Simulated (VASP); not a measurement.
# Au (Fm-3m) in VASP: further runs

The runs below take Au through single point, with r2SCAN+rVV10, PBE, PBEsol+D3(BJ).

Program: VASP 6.6.1. These are calculated values, not measurements. Logs are shortened: lines on timing, memory, paths and dates and some standing lists are left out, and cuts for length are marked.

### 1 The cell of the first run

It takes space group Fm-3m (No. 225, cubic). Conventional cell: a = 4.015 Å, b = 4.015 Å, c = 4.015 Å, α = 90.00°, β = 90.00°, γ = 90.00°. Within 3.7 Å of Au (site symmetry m-3m) lie 12 Au at 2.84 Å.

### 2 Single point, r2SCAN+rVV10

File POSCAR:

```
Au
1.0
    0.0000000000      2.0074966285      2.0074966285
    2.0074966285      0.0000000000      2.0074966285
    2.0074966285      2.0074966285      0.0000000000
Au
1
Direct
    0.0000000000      0.0000000000      0.0000000000
```

File INCAR.step1:

```
SYSTEM = Au
PREC     = Accurate       ! precision mode
ENCUT    = 550            ! plane-wave cutoff, eV
ISMEAR   = -1             ! smearing method
SIGMA    = 0.05           ! smearing width, eV
LREAL    = .False.        ! projectors in reciprocal space
LASPH    = .True.         ! aspherical terms in the spheres
NELM     = 120            ! most SCF steps
NBANDS   = 16             ! bands
GGA      = PE             ! functional
ALGO     = Normal         ! electronic algorithm
EDIFF    = 1E-5           ! SCF threshold, eV
LWAVE    = .True.         ! write WAVECAR
LCHARG   = .False.        ! write CHGCAR
GGA_COMPAT= .False.
```

File INCAR.step2:

```
SYSTEM = Au
PREC     = Accurate       ! precision mode
ENCUT    = 550            ! plane-wave cutoff, eV
EDIFF    = 1E-6           ! SCF threshold, eV
ISMEAR   = -1             ! smearing method
SIGMA    = 0.05           ! smearing width, eV
LREAL    = .False.        ! projectors in reciprocal space
LASPH    = .True.         ! aspherical terms in the spheres
NELM     = 120            ! most SCF steps
ALGO     = Normal         ! electronic algorithm
ISIF     = 2              ! what is computed and relaxed
LWAVE    = .False.        ! write WAVECAR
LCHARG   = .False.        ! write CHGCAR
METAGGA  = R2SCAN         ! meta-GGA
LMIXTAU  = .True.       
LUSE_VDW = .True.       
IVDW_NL  = 2            
BPARAM   = 11.95        
CPARAM   = 0.0093       
NBANDS   = 16             ! bands
ISTART   = 1            
GGA_COMPAT= .False.
```

File KPOINTS:

```
regular mesh
0
Gamma
  11 11 11
  0 0 0
```

Potentials or basis: VASP PAW PBE potentials, release 64 (Au_sv_GW).

The run is started by

```bash
$ cat potpaw_PBE.64/Au_sv_GW/POTCAR > POTCAR
$ cp INCAR.step1 INCAR
$ mpirun -np 1 vasp_std > vasp.out
$ cp INCAR.step2 INCAR
$ mpirun -np 1 vasp_std > vasp.out
```

OUTCAR:

```text
SYSTEM = Au
   PREC = Accurate
   ENCUT = 550
   EDIFF = 1E-6
   ISMEAR = -1
   LREAL = .False.
   LASPH = .True.
   NELM = 120
   ISIF = 2
   METAGGA = R2SCAN
   IVDW_NL = 2
   BPARAM = 11.95
   ISTART = 1

 ion  position               nearest neighbor table
   1  0.000  0.000  0.000-

  LATTYP: Found a face centered cubic cell.
 ALAT       =     4.0149932570

  Lattice vectors:

 A1 = (   0.0000000000,   2.0074966285,   2.0074966285)
 A2 = (   2.0074966285,   0.0000000000,   2.0074966285)
 A3 = (   2.0074966285,   2.0074966285,   0.0000000000)

Analysis of symmetry for initial positions (statically):
=====================================================================
 Subroutine PRICEL returns:
 Original cell was already a primitive cell.

 Routine SETGRP: Setting up the symmetry group for a
 face centered cubic supercell.

 Subroutine GETGRP returns: Found 48 space group operations
[... 9 lines left out ...]

 Routine SETGRP: Setting up the symmetry group for a
 face centered cubic supercell.

 Subroutine GETGRP returns: Found 48 space group operations
[... 11 lines left out ...]
                                     Primitive cell

  volume of cell :      16.1806

  direct lattice vectors                    reciprocal lattice vectors
     0.000000000  2.007496629  2.007496629    -0.249066421  0.249066421  0.249066421
     2.007496629  0.000000000  2.007496629     0.249066421 -0.249066421  0.249066421
     2.007496629  2.007496629  0.000000000     0.249066421  0.249066421 -0.249066421

  length of vectors
     2.839028958  2.839028958  2.839028958     0.431395695  0.431395695  0.431395695

  position of ions in fractional coordinates (direct lattice)
     0.000000000  0.000000000  0.000000000

  ion indices of the primitive-cell ions
   primitive index   ion index
                 1           1

----------------------------------------------------------------------------------------

 KPOINTS: regular mesh

Automatic generation of k-mesh.
 Grid dimensions read from file:
 generate k-points for:   11   11   11

 Generating k-lattice:

  Cartesian coordinates                     Fractional coordinates (reciprocal lattice)
    -0.022642402  0.022642402  0.022642402     0.090909091  0.000000000  0.000000000
     0.022642402 -0.022642402  0.022642402     0.000000000  0.090909091  0.000000000
     0.022642402  0.022642402 -0.022642402     0.000000000  0.000000000  0.090909091

  Length of vectors
     0.039217790  0.039217790  0.039217790

  Shift w.r.t. Gamma in fractional coordinates (k-lattice)
     0.000000000  0.000000000  0.000000000

 Subroutine IBZKPT returns following result:
 ===========================================

 Found     56 irreducible k-points:

 Following reciprocal coordinates:
            Coordinates               Weight
  0.000000  0.000000  0.000000      1.000000
  0.090909  0.000000  0.000000      8.000000
  0.181818  0.000000  0.000000      8.000000
  0.272727  0.000000  0.000000      8.000000
  0.363636  0.000000  0.000000      8.000000
  0.454545  0.000000  0.000000      8.000000
[... 16 lines left out ...]
 -0.272727  0.181818  0.000000     24.000000
 -0.181818  0.181818  0.000000     12.000000
 [... further k-points ...]
   k-points           NKPTS =     56   k-points in BZ     NKDIM =     56   number of bands    NBANDS=     16
   number of dos      NEDOS =    301   number of ions     NIONS =      1
   total plane-waves  NPLWV =  13824
   dimension x,y,z NGX =    24 NGY =   24 NGZ =   24
   dimension x,y,z NGXF=    48 NGYF=   48 NGZF=   48
   ions per type =               1
   NGX,Y,Z   is equivalent  to a cutoff of  14.05, 14.05, 14.05 a.u.
   NGXF,Y,Z  is equivalent  to a cutoff of  28.11, 28.11, 28.11 a.u.
 SYSTEM =  Au
   PREC   = accura    normal or accurate (medium, high low for compatibility)
   ISTART =      1    job   : 0-new  1-cont  2-samecut
   ICHARG =      0    charge: 1-file 2-atom 10-const
   ISPIN  =      1    spin polarized calculation?
   LNONCOLLINEAR =      F non collinear calculations
   LSORBIT =      F    spin-orbit coupling
   LASPH  =      T    aspherical Exc in radial PAW
   ENCUT  =  550.0 eV  40.42 Ry    6.36 a.u.   5.43  5.43  5.43*2*pi/ulx,y,z
   NELM   =    120;   NELMIN=  2; NELMDL=  0     # of ELM steps
   EDIFF  = 0.1E-05   stopping-criterion for ELM
   LREAL  =      F    real-space projection
   EDIFFG = 0.1E-04   stopping-criterion for IOM
   NSW    =      0    number of steps for IOM
   IBRION =     -1    ionic relax: 0-MD 1-quasi-New 2-CG
   NFREE  =      0    steps in history (QN), initial steepest desc. (CG)
   ISIF   =      2    stress and relaxation
   ISYM   =      2    0-nonsym 1-usesym 2-fastsym
   POTIM  = 0.5000    time-step for ionic-motion
   TEBEG  =    0.0;   TEEND  =   0.0 temperature during run
   PSTRESS=    0.0 pullay stress
   NELECT =      19.0000    total number of electrons
   NUPDOWN=      -1.0000    fix difference up-down
   EMIN   =  10.00;   EMAX   =-10.00  energy-range for DOS
[... 5 lines left out ...]
     AMIX     =   0.40;   BMIX     =  1.00
     AMIX_MAG =   1.60;   BMIX_MAG =  1.00
  volume/ion in A,a.u.               =      16.18       109.19
  Fermi-wavevector in a.u.,A,eV,Ry     =   1.727141  3.263824 40.586412  2.983017
  Thomas-Fermi vector in A             =   2.802321
   LORBIT       =      0    0 simple, 1 ext, 2 COOP (PROOUT), +10 PAW based schemes
   METAGGA = R2SCAN    functional components
   LHFCALC =     F    Hartree Fock is set to
   AEXX    =    0.0000 exact exchange contribution
   IVDW_NL    =     2    kernel type
   BPARAM     =11.9500
   IVDW    =     0    specifies the selected vdW correction
   LEPSILON=     F    determine dielectric tensor
   LRPA    =     F    only Hartree local field effects (RPA)
 non-spin polarized calculation
  energy-cutoff  :      550.00
  volume of cell :       16.18
 maximum number of plane-waves:       495
 NGX is ok and might be reduce to    24
   NGX = 11   NGY = 11   NGZ = 11

 number of electron      18.9999996 magnetization

 Free energy of the ion-electron system (eV)
  ---------------------------------------------------
  ext. energy  EPLUGINS =         0.00000000
  ---------------------------------------------------
  free energy    TOTEN  =       -49.39727183 eV

  energy without entropy =      -49.39616376  energy(sigma->0) =      -49.39671780

 E-fermi :   9.5241     XC(G=0): -14.7050

 val. band max:        9.3627150724   @ k =   0.4545   0.3636   0.0000
 cond. band min:       9.6395786370   @ k =  -0.4545   0.0909   0.0000
 fundamental gap:      0.2768635646
 Fermi energy:         9.5241102257

 k-point     1 :       0.0000    0.0000    0.0000
  band No.  band energies     occupation
      1     -98.6756      2.00000
      2     -49.2715      2.00000
      3     -49.2715      2.00000
      4     -49.2715      2.00000
      5      -1.1709      2.00000
      6       4.2158      2.00000
[... 8 lines left out ...]
     15      34.5845      0.00000
     16      39.8605      0.00000

 k-point     2 :       0.0909    0.0000    0.0000
  band No.  band energies     occupation
      1     -98.6742      2.00000
      2     -49.2952      2.00000
      3     -49.2756      2.00000
      4     -49.2756      2.00000
      5      -0.8594      2.00000
      6       4.1164      2.00000
[... 8 lines left out ...]
     15      35.5021      0.00000
     16      37.5568      0.00000

 k-point     3 :       0.1818    0.0000    0.0000
  band No.  band energies     occupation
      1     -98.6705      2.00000
      2     -49.3563      2.00000
      3     -49.2848      2.00000
      4     -49.2848      2.00000
      5      -0.0141      2.00000
      6       3.9641      2.00000
[... 8 lines left out ...]
     15      33.0782      0.00000
     16      35.3405      0.00000

 k-point     4 :       0.2727    0.0000    0.0000
  band No.  band energies     occupation
      1     -98.6656      2.00000
      2     -49.4361      2.00000
      3     -49.2969      2.00000
      4     -49.2969      2.00000
      5       0.9489      2.00000
      6       4.2808      2.00000
[... 8 lines left out ...]
     15      32.8245      0.00000
     16      33.7820      0.00000

 k-point     5 :       0.3636    0.0000    0.0000
  band No.  band energies     occupation
      1     -98.6611      2.00000
      2     -49.5087      2.00000
      3     -49.3079      2.00000
      4     -49.3079      2.00000
      5       1.3560      2.00000
      6       4.3116      2.00000
[... 8 lines left out ...]
     15      34.9676      0.00000
     16      34.9681      0.00000

 k-point     6 :       0.4545    0.0000    0.0000
  band No.  band energies     occupation
      1     -98.6584      2.00000
      2     -49.5515      2.00000
      3     -49.3144      2.00000
      4     -49.3144      2.00000
      5       1.3802      2.00000
      6       4.1789      2.00000
[... 8 lines left out ...]
     15      36.1895      0.00000
     16      36.1895      0.00000
[... 267 lines left out ...]
 k-point    21 :      -0.4545    0.1818    0.0000
  band No.  band energies     occupation
      1     -98.6559      2.00000
      2     -49.5302      2.00000
      3     -49.3706      2.00000
      4     -49.3321      2.00000
      5       2.1500      2.00000
      6       3.6909      2.00000
[... 8 lines left out ...]
     15      36.3212      0.00000
     16      36.5468      0.00000

 k-point    22 :      -0.3636    0.1818    0.0000
  band No.  band energies     occupation
      1     -98.6568      2.00000
      2     -49.5162      2.00000
      3     -49.3762      2.00000
      4     -49.3220      2.00000
      5       2.2544      2.00000
      6       3.7810      2.00000
[... 8 lines left out ...]
     15      34.4089      0.00000
     16      36.4918      0.00000

 k-point    23 :      -0.2727    0.1818    0.0000
  band No.  band energies     occupation
      1     -98.6598      2.00000
      2     -49.4771      2.00000
      3     -49.3669      2.00000
      4     -49.3081      2.00000
      5       2.2691      2.00000
      6       3.8166      2.00000
[... 8 lines left out ...]
     15      31.7955      0.00000
     16      36.5754      0.00000

 k-point    24 :      -0.1818    0.1818    0.0000
  band No.  band energies     occupation
      1     -98.6640      2.00000
      2     -49.4290      2.00000
      3     -49.3410      2.00000
      4     -49.2945      2.00000
      5       1.5814      2.00000
      6       3.5445      2.00000
[... 8 lines left out ...]
     15      32.9350      0.00000
     16      35.7605      0.00000

 [... further k-points ...]

------------------------ aborting loop because EDIFF is reached ----------------------------------------

  FORCE on cell =-STRESS in cart. coord.  units (eV):
  Direction    XX          YY          ZZ          XY          YZ          ZX
  --------------------------------------------------------------------------------------
  -------------------------------------------------------------------------------------
  Total        1.2650219      1.2650219      1.2650219      0.0000000      0.0000000      0.0000000
  in kB      125.2605032    125.2605032    125.2605032      0.0000000      0.0000000      0.0000000
  external PRESSURE =     125.2605032 kB  Pullay stress =       0.0000000 kB

 VOLUME and BASIS-vectors are now :
 -----------------------------------------------------------------------------
  energy-cutoff  :      550.00
  volume of cell :       16.18
      direct lattice vectors                 reciprocal lattice vectors
     0.000000000  2.007496629  2.007496629    -0.249066421  0.249066421  0.249066421
     2.007496629  0.000000000  2.007496629     0.249066421 -0.249066421  0.249066421
     2.007496629  2.007496629  0.000000000     0.249066421  0.249066421 -0.249066421

 POSITION                                       TOTAL-FORCE (eV/Angst)
 -----------------------------------------------------------------------------------
      0.00000      0.00000      0.00000        -0.000000      0.000000     -0.000000
 -----------------------------------------------------------------------------------
    total drift:                                0.000000      0.000000      0.000000

  FREE ENERGIE OF THE ION-ELECTRON SYSTEM (eV)
  ---------------------------------------------------
  free  energy   TOTEN  =       -49.3972718321 eV

  energy  without entropy=      -49.3961637581  energy(sigma->0) =      -49.39671780
```

It took 68 s on 1 thread of Intel Xeon Platinum 8375C at 2.90GHz (Ice Lake), shared host; peak memory 0.21 GiB.

Results:

| Item | Value |
| --- | --- |
| Free energy | -49.3973 eV |
| Pressure | 12.5 GPa |

Caveat: the PAW data sets were made with another functional, which shifts forces and pressure a little; spin-orbit coupling is left out, which moves the levels of the heavy elements.

### 3 Single point, PBE

This run uses another cell than the first one, of 16.85 Å³/atom, 1.042 times its volume.

File INCAR:

```
ALGO = Fast
EDIFF = 1E-6
ENCUT = 520
GGA = PE
ISIF = 2
ISMEAR = 0
LASPH = T
LCHARG = F
LREAL = F
LWAVE = F
NBANDS = 12
NELM = 100
PREC = Accurate
SIGMA = 0.05
```

File KPOINTS:

```
k-points
0
Gamma
  11 11 11
```

File POSCAR:

```
Au
1.0
    0.0000000000      2.0350000000      2.0350000000
    2.0350000000      0.0000000000      2.0350000000
    2.0350000000      2.0350000000      0.0000000000
Au
1
Direct
    0.0000000000      0.0000000000      0.0000000000
```

Potentials or basis: VASP PAW PBE potentials, release 64 (Au).

The run is started by

```bash
$ cat potpaw_PBE.64/Au/POTCAR > POTCAR
$ mpirun -np 1 vasp_std > vasp.out
```

It took 8.4 s on 1 thread of Intel Xeon Platinum 8488C (Sapphire Rapids), shared host; peak memory 0.14 GiB.

The run converged. Its results:

* Free energy: -3.1956 eV
* Pressure: 10.6 GPa

Levels at points of the mesh, in eV from the Fermi level:
| k point | band 3 | band 4 | band 5 | band 6 | band 7 | band 8 | band 9 | band 10 |
| --- | --- | --- | --- | --- | --- | --- | --- | --- |
| (0.00, 0.00, 0.00) | -4.81 | -4.81 | -3.27 | -3.27 | 14.45 | 18.51 | 18.51 | 18.51 |

Caveat: spin-orbit coupling is left out, which moves the levels of the heavy elements.

### 4 Single point, PBEsol+D3(BJ), non-collinear spin, zero start, spin-orbit coupling

This run uses another cell than the first one, of 16.47 Å³/atom, 1.018 times its volume.

File INCAR:

```
SYSTEM = Au
PREC     = Accurate       ! precision mode
ENCUT    = 520            ! plane-wave cutoff, eV
EDIFF    = 1E-6           ! SCF threshold, eV
ISMEAR   = -1             ! smearing method
SIGMA    = 0.05           ! smearing width, eV
LREAL    = .FALSE.        ! projectors in reciprocal space
LASPH    = .TRUE.         ! aspherical terms in the spheres
NELM     = 150            ! most SCF steps
ALGO     = Normal         ! electronic algorithm
ISIF     = 2              ! what is computed and relaxed
LWAVE    = .FALSE.        ! write WAVECAR
LCHARG   = .TRUE.         ! write CHGCAR
MAGMOM   = 0 0 0          ! initial moments
LORBIT   = 11             ! projections on sites
LSORBIT  = .TRUE.         ! spin-orbit coupling
GGA_COMPAT= .FALSE.      
LORBMOM  = .TRUE.       
LMAXMIX  = 4              ! l up to which the mixer works
GGA      = PS             ! functional
IVDW     = 12             ! dispersion correction
LVHAR    = .TRUE.       
NBANDS   = 22             ! bands
```

File KPOINTS:

```
Automatic mesh
0
G
  11 11 11
  0 0 0
```

File POSCAR:

```
Au
1.0
    0.0000000000      2.0194352405      2.0194352405
    2.0194352405      0.0000000000      2.0194352405
    2.0194352405      2.0194352405      0.0000000000
Au
1
Direct
    0.0000000000      0.0000000000      0.0000000000
```

The run is started by

```bash
$ cat potpaw_PBE.64/Au/POTCAR > POTCAR
$ mpirun -np 1 vasp_ncl > vasp.out
```

Run time: 43 s. Hardware: 1 thread of Intel Xeon Platinum 8488C (Sapphire Rapids), shared host; peak memory 0.22 GiB.

The run converged. Its results:

| Property | Result |
| --- | --- |
| Free energy | -4.8736 eV |
| Pressure | -1.8 GPa |
| Net moment | 0.00 μB per cell |
| Valence electrons inside the program's atomic spheres | Au 9.69 |
| Dispersion energy per atom | -0.654 eV |

Moments on the atoms (μB; x, y, z):
```
Au  0.00 0.00 0.00
```

Caveat: three body term missing; the PAW data sets were made with another functional, which shifts forces and pressure a little.

### 5 Single point, PBEsol+D3(BJ), non-collinear spin, zero start, spin-orbit coupling

This run uses another cell than the first one, of 16.85 Å³/atom, 1.042 times its volume.

File INCAR:

```
SYSTEM = Au
ALGO = Normal
EDIFF = 1E-7
ENCUT = 520
GGA = PS
GGA_COMPAT = .FALSE.
ISIF = 2
ISMEAR = -1
IVDW = 12
LASPH = .TRUE.
LCHARG = .FALSE.
LMAXMIX = 4
LNONCOLLINEAR = .TRUE.
LORBIT = 11
LORBMOM = .TRUE.
LREAL = .FALSE.
LSORBIT = .TRUE.
LWAVE = .FALSE.
MAGMOM = 0 0 0
NBANDS = 22
NELM = 150
PREC = Accurate
SIGMA = 0.05
```

File KPOINTS:

```
k-points
0
G
  11 11 11
  0 0 0
```

File POSCAR:

```
Au
1.0
    0.0000000000      2.0350000000      2.0350000000
    2.0350000000      0.0000000000      2.0350000000
    2.0350000000      2.0350000000      0.0000000000
Au
1
Direct
    0.0000000000      0.0000000000      0.0000000000
```

The run is started by

```bash
$ cat potpaw_PBE.64/Au/POTCAR > POTCAR
$ mpirun -np 1 vasp_ncl > vasp.out
```

It took 42 s on 1 thread of Intel Xeon Platinum 8488C (Sapphire Rapids), shared host; peak memory 0.22 GiB.

Results (log left out):

```yaml
Free_energy: -4.8645 eV
Pressure: -6.0 GPa
Net_moment: 0.00 μB per cell
Valence_electrons_inside_the_program's_atomic_spheres: Au 9.65
Dispersion_energy_per_atom: -0.639 eV
```

Moments on the atoms (μB; x, y, z):
```
Au  0.00 0.00 0.00
```

Caveat: three body term missing; the PAW data sets were made with another functional, which shifts forces and pressure a little.

### 6 Overview

```csv
level,potentials or basis,spin,cell,cutoff (eV),smearing,second run,gap on the mesh (eV),pressure (GPa),moment (μB)
r2SCAN+rVV10,"VASP PAW PBE potentials, release 64 (Au_sv_GW)",off,"a = 2.839 Å, angles 60.0°, 1 atom",550,fermi-dirac 0.05 eV,valence_matched,none,12.5,-
PBE,"VASP PAW PBE potentials, release 64 (Au)",off,"a = 2.878 Å, angles 60.0°, 1 atom",520,gaussian 0.05 eV,-,none,10.6,-
PBEsol+D3(BJ),"VASP PAW PBE potentials, release 64 (Au)","non-collinear, zero start, SOC","a = 2.856 Å, angles 60.0°, 1 atom",520,fermi-dirac 0.05 eV,-,-,-1.8,0.00
PBEsol+D3(BJ),"VASP PAW PBE potentials, release 64 (Au)","non-collinear, zero start, SOC","a = 2.878 Å, angles 60.0°, 1 atom",520,fermi-dirac 0.05 eV,-,-,-6.0,0.00
```

Alike in all rows: task single point; k mesh 11 × 11 × 11.

Caveats: the PAW data sets were made with another functional, which shifts forces and pressure a little (some runs); spin-orbit coupling is left out, which moves the levels of the heavy elements (some runs); three body term missing (some runs).

Total energies depend on the potentials used, so only differences within one code and one set of settings carry meaning.
